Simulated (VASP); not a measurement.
MnAl3:

```
Al Mn
1.0
     0.00000    3.03116    3.03116
     3.03116    0.00000    3.03116
     3.03116    3.03116    0.00000
Al Mn
3 1
Direct
  0.25000 0.25000 0.25000
  0.75000 0.75000 0.75000
  0.50000 0.50000 0.50000
  0.00000 0.00000 0.00000
```

| Property | Result |
| --- | --- |
| Program | VASP 6.6.1 |
| Task | relaxation of cell and atoms |
| Functional | PBEsol |
| Potentials or basis | VASP PAW PBE potentials, release 64 (Al, Mn_pv) |
| Cutoff | 600 eV |
| k mesh | 12 × 12 × 12 |
| Occupations | gaussian, width 0.1 eV |
| Spin | collinear spin, ferromagnetic start |
| Starting moments | [0.0, 0.0, 0.0, 1.34] μB |

At the start: pressure -2.4 GPa; volume 13.92 Å³/atom.

Question: Where does the relaxation end?

Answer: Over 3 steps the energy falls by 2.4 meV/atom and the volume is 13.62 Å³/atom (-2.2 %); space group Fm-3m (No. 225, to 0.1 Å) before and after; moment 1.38 μB per cell.

The path:
```
step  energy change (eV)  largest force (eV/Å)  pressure (GPa)  volume (Å³)
   1              0.0000                0.0000           -2.42        55.70
   2             -0.0083                0.0000            0.98        54.02
   3             -0.0096                0.0000            0.02        54.46
```

Final structure:
```cif
data_structure
_symmetry_space_group_name_H-M 'P 1'
_symmetry_Int_Tables_number 1
_cell_length_a 4.2548
_cell_length_b 4.2548
_cell_length_c 4.2548
_cell_angle_alpha 60.000
_cell_angle_beta 60.000
_cell_angle_gamma 60.000
_cell_volume 54.46
loop_
_atom_site_label
_atom_site_type_symbol
_atom_site_fract_x
_atom_site_fract_y
_atom_site_fract_z
_atom_site_occupancy
Al1 Al 0.25000 0.25000 0.25000 1
Al2 Al 0.75000 0.75000 0.75000 1
Al3 Al 0.50000 0.50000 0.50000 1
Mn1 Mn 0.00000 0.00000 0.00000 1
```

Caveat: the PAW data sets were made with another functional, which shifts forces and pressure a little.
